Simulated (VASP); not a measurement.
# NiO (Fm-3m) in VASP: notebook

Runs on NiO. Level: PBE. Tasks: relaxation of cell and atoms.

Everything below comes from runs of VASP 6.6.1. Logs are shortened: lines on timing, memory, paths and dates and some standing lists are left out, and cuts for length are marked.

**1. The cell of the first run**

The structure is cubic, space group Fm-3m (No. 225). Conventional cell: a = 4.172 Å, b = 4.172 Å, c = 4.172 Å, α = 90.00°, β = 90.00°, γ = 90.00°. Ni (site symmetry m-3m) has 6 O at 2.09 Å within 2.8 Å. O (site symmetry m-3m) has 6 Ni at 2.09 Å within 2.8 Å.

**2. Relaxation of cell and atoms, PBE, collinear spin, ferromagnetic start, target pressure 5 GPa, at which the enthalpy is minimised**

File INCAR:

```
SYSTEM = NiO
PREC = Accurate
ENCUT = 600
EDIFF = 1E-6
ISMEAR = -1
SIGMA = 0.05
LREAL = .False.
LASPH = .True.
NELM = 150
ALGO = Normal
ISIF = 3
LWAVE = .False.
LCHARG = .False.
ISPIN = 2
MAGMOM = 1 0
LORBIT = 11
LMAXMIX = 4
GGA = PE
IBRION = 2
NSW = 60
EDIFFG = -0.01
PSTRESS = 50.0
```

File KPOINTS:

```
regular mesh
0
Gamma
  11 11 11
  0 0 0
```

File POSCAR:

```
NiO
1.0
    0.0000000000      2.0859016414      2.0859016414
    2.0859016414      0.0000000000      2.0859016414
    2.0859016414      2.0859016414      0.0000000000
Ni O
1 1
Direct
    0.0000000000      0.0000000000      0.0000000000
    0.5000000000      0.5000000000      0.5000000000
```

Potentials or basis: VASP PAW PBE potentials, release 64 (Ni, O).

On the command line:

```sh
cat potpaw_PBE.64/Ni/POTCAR potpaw_PBE.64/O/POTCAR > POTCAR
mpirun -np 1 vasp_std > vasp.out
```

OUTCAR:

```text
SYSTEM = NiO
   PREC = Accurate
   ENCUT = 600
   EDIFF = 1E-6
   ISMEAR = -1
   LREAL = .False.
   LASPH = .True.
   NELM = 150
   ISIF = 3
   ISPIN = 2
   LORBIT = 11
   GGA = PE
   IBRION = 2
   NSW = 60
   EDIFFG = -0.01
   PSTRESS = 50.0

 ion  position               nearest neighbor table
   1  0.000  0.000  0.000-   2 2.09   2 2.09   2 2.09   2 2.09   2 2.09   2 2.09
   2  0.500  0.500  0.500-   1 2.09   1 2.09   1 2.09   1 2.09   1 2.09   1 2.09

  LATTYP: Found a face centered cubic cell.
 ALAT       =     4.1718032828

  Lattice vectors:

 A1 = (   0.0000000000,   2.0859016414,   2.0859016414)
 A2 = (   2.0859016414,   0.0000000000,   2.0859016414)
 A3 = (   2.0859016414,   2.0859016414,   0.0000000000)

Analysis of symmetry for initial positions (statically):
=====================================================================
 Subroutine PRICEL returns:
 Original cell was already a primitive cell.

 Routine SETGRP: Setting up the symmetry group for a
 face centered cubic supercell.

 Subroutine GETGRP returns: Found 48 space group operations
 (whereof 48 operations were pure point group operations)
 out of a pool of 48 trial point group operations.

The static configuration has the point symmetry O_h .

Analysis of symmetry for dynamics (positions and initial velocities):
=====================================================================
 Subroutine PRICEL returns:
 Original cell was already a primitive cell.

 Routine SETGRP: Setting up the symmetry group for a
 face centered cubic supercell.

 Subroutine GETGRP returns: Found 48 space group operations
 (whereof 48 operations were pure point group operations)
 out of a pool of 48 trial point group operations.

The dynamic configuration has the point symmetry O_h .

Analysis of structural, dynamic, and magnetic symmetry:
=====================================================================
 Subroutine PRICEL returns:
 Original cell was already a primitive cell.

 Routine SETGRP: Setting up the symmetry group for a
 face centered cubic supercell.

 Subroutine GETGRP returns: Found 48 space group operations
 (whereof 48 operations were pure point group operations)
 out of a pool of 48 trial point group operations.

The overall configuration has the point symmetry O_h .

 Subroutine INISYM returns: Found 48 space group operations
 (whereof 48 operations are pure point group operations),
 and found     1 'primitive' translations

----------------------------------------------------------------------------------------

                                     Primitive cell

  volume of cell :      18.1515

[... 181 lines left out ...]

  energy without entropy =      -11.46296970  energy(sigma->0) =      -11.46884221

 E-fermi :   7.9757     XC(G=0): -12.7087

 val. band max:        7.9726411923   @ k =  -0.4545   0.1818   0.0909
 cond. band min:       7.9921591750   @ k =   0.4545   0.3636   0.0909
 fundamental gap:      0.0195179828
 Fermi energy:         7.9756780389

 spin component 1

 k-point     1 :       0.0000    0.0000    0.0000
  band No.  band energies     occupation
      1     -12.4559      1.00000
      2       4.9038      1.00000
      3       4.9039      1.00000
      4       4.9408      1.00000
      5       4.9408      1.00000
      6       4.9408      1.00000
      7       5.3486      1.00000
      8       5.3487      1.00000
      9       5.3487      1.00000
     10       9.5321      0.00000
     11      25.8375      0.00000
     12      26.9382      0.00000
     13      26.9383      0.00000
[... 356 lines left out ...]
      2       1.3289      1.00000
      3       2.4747      1.00000
      4       3.1218      1.00000
      5       5.4955      1.00000
      6       5.6837      1.00000
      7       6.3894      1.00000
      8       6.3958      1.00000
      9       7.9008      0.81715
     10      13.2392      0.00000
     11      20.1882      0.00000
     12      21.1886      0.00000
     13      24.3956      0.00000

 [... further k-points ...]

 spin component 2

 k-point     1 :       0.0000    0.0000    0.0000
  band No.  band energies     occupation
      1     -12.0492      1.00000
      2       5.4119      1.00000
      3       5.4119      1.00000
      4       5.4119      1.00000
      5       6.1237      1.00000
      6       6.1239      1.00000
      7       6.1240      1.00000
      8       7.3270      1.00000
      9       7.3272      1.00000
     10       9.8629      0.00000
     11      25.7815      0.00000
     12      27.1462      0.00000
     13      27.1462      0.00000
[... 356 lines left out ...]
      2       1.8560      1.00000
      3       3.5954      1.00000
      4       3.6005      1.00000
      5       6.4858      1.00000
      6       7.0349      1.00000
      7       7.1342      1.00000
      8       7.9660      0.54814
      9       9.7627      0.00000
     10      13.6454      0.00000
     11      20.4041      0.00000
     12      21.5428      0.00000
     13      24.7976      0.00000

 [... further k-points ...]
[... 5 lines left out ...]
  --------------------------------------------------------------------------------------
  -------------------------------------------------------------------------------------
  Total        0.5812699      0.5812699      0.5812699     -0.0000000      0.0000000      0.0000000
  in kB       51.3852635     51.3852635     51.3852635     -0.0000000      0.0000000      0.0000000
  external PRESSURE =       1.3852635 kB  Pullay stress =      50.0000000 kB

 VOLUME and BASIS-vectors are now :
 -----------------------------------------------------------------------------
  energy-cutoff  :      600.00
  volume of cell :       18.12
      direct lattice vectors                 reciprocal lattice vectors
    -0.000000000  2.084842636  2.084842636    -0.239826254  0.239826254  0.239826254
     2.084842636  0.000000000  2.084842636     0.239826254 -0.239826254  0.239826254
     2.084842636  2.084842636  0.000000000     0.239826254  0.239826254 -0.239826254

 POSITION                                       TOTAL-FORCE (eV/Angst)
 -----------------------------------------------------------------------------------
      0.00000      0.00000      0.00000         0.000000     -0.000000      0.000000
      2.08484      2.08484      2.08484        -0.000000      0.000000     -0.000000
 -----------------------------------------------------------------------------------
    total drift:                                0.000000     -0.000000     -0.000000

  FREE ENERGIE OF THE ION-ELECTRON SYSTEM (eV)
  ---------------------------------------------------
  free  energy   TOTEN  =       -11.4747147237 eV

  energy  without entropy=      -11.4629696965  energy(sigma->0) =      -11.46884221

  enthalpy is  TOTEN    =       -10.9091149104 eV   P V=        0.5655998133

 reached required accuracy - stopping structural energy minimisation

 total charge

# of ion       s       p       d       tot
------------------------------------------
    1        0.333   0.408   8.259   8.999
    2        1.554   3.424   0.000   4.977
--------------------------------------------------
tot          1.887   3.831   8.259  13.977

 magnetization (x)

# of ion       s       p       d       tot
------------------------------------------
    1        0.012   0.015   1.351   1.377
    2        0.028   0.220   0.000   0.248
--------------------------------------------------
tot          0.039   0.235   1.351   1.625
```

OSZICAR:

```text
N       E                     dE             d eps       ncg     rms          rms(c)
DAV:   1     0.966762996520E+02    0.96676E+02   -0.85296E+03  2952   0.170E+03
DAV:   2    -0.706532480001E+01   -0.10374E+03   -0.91593E+02  3117   0.310E+02
[... 14 lines left out ...]
DAV:   1    -0.114750462899E+02    0.53163E-03   -0.54043E-03  3102   0.128E+00    0.140E-01
DAV:   2    -0.114747575965E+02    0.28869E-03   -0.11974E-03  3252   0.823E-01    0.953E-02
DAV:   3    -0.114747243417E+02    0.33255E-04   -0.19319E-04  3967   0.401E-01    0.496E-02
DAV:   4    -0.114747164246E+02    0.79172E-05   -0.25437E-05  4170   0.104E-01    0.137E-02
DAV:   5    -0.114747148936E+02    0.15309E-05   -0.21894E-06  1950   0.222E-02    0.108E-02
DAV:   6    -0.114747147237E+02    0.16996E-06   -0.17121E-06  1965   0.216E-02
   2 F= -.10909115E+02 E0= -.10903242E+02  d E =0.550707E-06  mag=     1.6654
```

CONTCAR:

```text
NiO
   1.00000000000000
    -0.0000000000000000    2.0848426357701664    2.0848426357701664
     2.0848426357701664    0.0000000000000000    2.0848426357701664
     2.0848426357701664    2.0848426357701664    0.0000000000000000
  Ni              O
     1     1
Direct
     0.0000000000000000    0.0000000000000000    0.0000000000000000
     0.5000000000000000    0.5000000000000000    0.5000000000000000

  0.00000000E+00  0.00000000E+00  0.00000000E+00
  0.00000000E+00  0.00000000E+00  0.00000000E+00
```

It took 29 s on 1 thread of Intel Xeon Platinum 8259CL at 2.50GHz (Skylake/Cascade Lake), shared host; peak memory 0.17 GiB.

What came out:

- Free energy: -11.4747 eV
- Relaxed volume: 9.06 Å³/atom
- Relaxed cell: a = 2.948 Å, b = 2.948 Å, c = 2.948 Å, α = 60.00°, β = 60.00°, γ = 60.00°
- Space group after relaxing (to 0.05 Å): Fm-3m (No. 225)
- Energy change on relaxing (the enthalpy is what falls): +0.4 meV/atom
- Ionic steps: 2
- Pressure after relaxing: 5.1 GPa
- Net moment: 1.67 μB per cell
- Site moments: Ni +1.38; O +0.25 μB
- Valence electrons inside the program's atomic spheres: Ni 9.00; O 4.98

Step by step:
```
step  energy change (eV)  largest force (eV/Å)  pressure (GPa)  volume (Å³)
   1              0.0000                0.0000            4.81        18.15
   2              0.0009                0.0000            5.14        18.12
```

Final structure:
```cif
data_structure
_symmetry_space_group_name_H-M 'P 1'
_symmetry_Int_Tables_number 1
_cell_length_a 2.9484
_cell_length_b 2.9484
_cell_length_c 2.9484
_cell_angle_alpha 60.000
_cell_angle_beta 60.000
_cell_angle_gamma 60.000
_cell_volume 18.12
loop_
_atom_site_label
_atom_site_type_symbol
_atom_site_fract_x
_atom_site_fract_y
_atom_site_fract_z
_atom_site_occupancy
Ni1 Ni 0.00000 0.00000 0.00000 1
O1 O 0.50000 0.50000 0.50000 1
```

Caveat: the cell is relaxed towards a set pressure, so the enthalpy falls and the energy may rise; a cell with one magnetic atom can't hold antiferromagnetic order, which such compounds often take; semilocal functionals often make such compounds metallic where correlation or magnetic order opens a gap, which also shifts bond lengths. With open d or f shells a metallic result of PBE can be an artefact of self-interaction; +U or a hybrid may open a gap.

**3. Relaxation of cell and atoms, PBE, collinear spin, ferromagnetic start, target pressure 10 GPa, at which the enthalpy is minimised**

File INCAR:

```
SYSTEM = NiO
PREC = Accurate
ENCUT = 600
EDIFF = 1E-6
ISMEAR = -1
SIGMA = 0.05
LREAL = .FALSE.
LASPH = .TRUE.
NELM = 150
ALGO = Normal
ISIF = 3
LWAVE = .FALSE.
LCHARG = .FALSE.
ISPIN = 2
MAGMOM = 1 0
LORBIT = 11
LMAXMIX = 4
GGA = PE
IBRION = 2
NSW = 60
EDIFFG = -0.01
PSTRESS = 100.0
```

File KPOINTS:

```
regular mesh
0
G
  11 11 11
  0 0 0
```

POSCAR is that of step 2.

Potentials or basis: VASP PAW PBE potentials, release 64 (Ni, O).

On the command line:

```sh
cat potpaw_PBE.64/Ni/POTCAR potpaw_PBE.64/O/POTCAR > POTCAR
mpirun -np 1 vasp_std > vasp.out
```

OUTCAR:

```text
SYSTEM = NiO
   PREC = Accurate
   ENCUT = 600
   EDIFF = 1E-6
   ISMEAR = -1
   LREAL = .FALSE.
   LASPH = .TRUE.
   NELM = 150
   ISIF = 3
   ISPIN = 2
   LORBIT = 11
   GGA = PE
   IBRION = 2
   NSW = 60
   EDIFFG = -0.01
   PSTRESS = 100.0

 ion  position               nearest neighbor table
   1  0.000  0.000  0.000-   2 2.09   2 2.09   2 2.09   2 2.09   2 2.09   2 2.09
   2  0.500  0.500  0.500-   1 2.09   1 2.09   1 2.09   1 2.09   1 2.09   1 2.09

  LATTYP: Found a face centered cubic cell.
 ALAT       =     4.1718032828

  Lattice vectors:

 A1 = (   0.0000000000,   2.0859016414,   2.0859016414)
 A2 = (   2.0859016414,   0.0000000000,   2.0859016414)
 A3 = (   2.0859016414,   2.0859016414,   0.0000000000)

Analysis of symmetry for initial positions (statically):
=====================================================================
 Subroutine PRICEL returns:
 Original cell was already a primitive cell.

[... 649 lines left out ...]
      2       1.5224      1.00000
      3       2.7248      1.00000
      4       3.3412      1.00000
      5       5.9369      1.00000
      6       6.0692      1.00000
      7       6.7781      1.00000
      8       6.8093      1.00000
      9       8.3603      0.67303
     10      13.7666      0.00000
     11      20.6835      0.00000
     12      21.7900      0.00000
     13      25.0346      0.00000

 [... further k-points ...]

 spin component 2

 k-point     1 :       0.0000    0.0000    0.0000
  band No.  band energies     occupation
      1     -11.9619      1.00000
      2       5.6318      1.00000
      3       5.6318      1.00000
      4       5.6318      1.00000
      5       6.4492      1.00000
      6       6.4493      1.00000
      7       6.4494      1.00000
      8       7.6203      1.00000
      9       7.6205      1.00000
     10      10.3672      0.00000
     11      26.2395      0.00000
     12      27.7204      0.00000
     13      27.7205      0.00000
[... 401 lines left out ...]
  energy  without entropy=      -11.4419013835  energy(sigma->0) =      -11.44773766

  enthalpy is  TOTEN    =       -10.3506728429 eV   P V=        1.1029010837

 reached required accuracy - stopping structural energy minimisation

 total charge

# of ion       s       p       d       tot
------------------------------------------
    1        0.341   0.427   8.285   9.053
    2        1.555   3.433   0.000   4.988
--------------------------------------------------
tot          1.895   3.860   8.285  14.040

 magnetization (x)

# of ion       s       p       d       tot
------------------------------------------
    1        0.012   0.015   1.279   1.306
    2        0.028   0.201   0.000   0.229
--------------------------------------------------
tot          0.039   0.216   1.279   1.535
```

OSZICAR:

```text
N       E                     dE             d eps       ncg     rms          rms(c)
DAV:   1     0.966762996520E+02    0.96676E+02   -0.85296E+03  2952   0.170E+03
DAV:   2    -0.706532480001E+01   -0.10374E+03   -0.91593E+02  3117   0.310E+02
[... 27 lines left out ...]
DAV:   3    -0.114548512579E+02    0.37156E-02   -0.19618E-02  3943   0.390E+00    0.514E-01
DAV:   4    -0.114538310456E+02    0.10202E-02   -0.28977E-03  4171   0.121E+00    0.149E-01
DAV:   5    -0.114536194458E+02    0.21160E-03   -0.32598E-04  4259   0.252E-01    0.116E-01
DAV:   6    -0.114535697093E+02    0.49736E-04   -0.87655E-05  3425   0.149E-01    0.520E-02
DAV:   7    -0.114535733682E+02   -0.36588E-05   -0.45568E-05  3726   0.120E-01    0.265E-02
DAV:   8    -0.114535739266E+02   -0.55845E-06   -0.88634E-06  3376   0.399E-02
   3 F= -.10350673E+02 E0= -.10344837E+02  d E =-.801953E-02  mag=     1.5731
```

CONTCAR:

```text
NiO
   1.00000000000000
    -0.0000000000000000    2.0673105298987191    2.0673105298987191
     2.0673105298987191    0.0000000000000000    2.0673105298987191
     2.0673105298987191    2.0673105298987191    0.0000000000000000
  Ni              O
     1     1
Direct
     0.0000000000000000    0.0000000000000000    0.0000000000000000
     0.5000000000000000    0.5000000000000000    0.5000000000000000

  0.00000000E+00  0.00000000E+00  0.00000000E+00
  0.00000000E+00  0.00000000E+00  0.00000000E+00
```

Run time: 47 s. Hardware: 1 thread of Intel Xeon Platinum 8259CL at 2.50GHz (Skylake/Cascade Lake), shared host; peak memory 0.17 GiB.

What came out:

```
Free energy                                            : -11.4536 eV
Relaxed volume                                         : 8.84 Å³/atom
Relaxed cell                                           : a = 2.924 Å, b = 2.924 Å, c = 2.924 Å, α = 60.00°, β = 60.00°, γ = 60.00°
Space group after relaxing (to 0.05 Å)                 : Fm-3m (No. 225)
Energy change on relaxing (the enthalpy is what falls) : +11.0 meV/atom
Ionic steps                                            : 3
Pressure after relaxing                                : 9.9 GPa
Net moment                                             : 1.57 μB per cell
Site moments                                           : Ni +1.31; O +0.23 μB
Valence electrons inside the program's atomic spheres  : Ni 9.05; O 4.99
```

Step by step:
```
step  energy change (eV)  largest force (eV/Å)  pressure (GPa)  volume (Å³)
   1              0.0000                0.0000            4.81        18.15
   2              0.0424                0.0000           13.48        17.39
   3              0.0220                0.0000            9.88        17.67
```

Final structure:
```
Ni O
1.0
     0.00000    2.06731    2.06731
     2.06731    0.00000    2.06731
     2.06731    2.06731    0.00000
Ni O
1 1
Cartesian
  0.0000 0.0000 0.0000
  2.0673 2.0673 2.0673
```

Caveat: the cell is relaxed towards a set pressure, so the enthalpy falls and the energy may rise; a cell with one magnetic atom can't hold antiferromagnetic order, which such compounds often take; semilocal functionals often make such compounds metallic where correlation or magnetic order opens a gap, which also shifts bond lengths. With open d or f shells a metallic result of PBE can be an artefact of self-interaction; +U or a hybrid may open a gap.

(Part 1 of 2 ends here.)
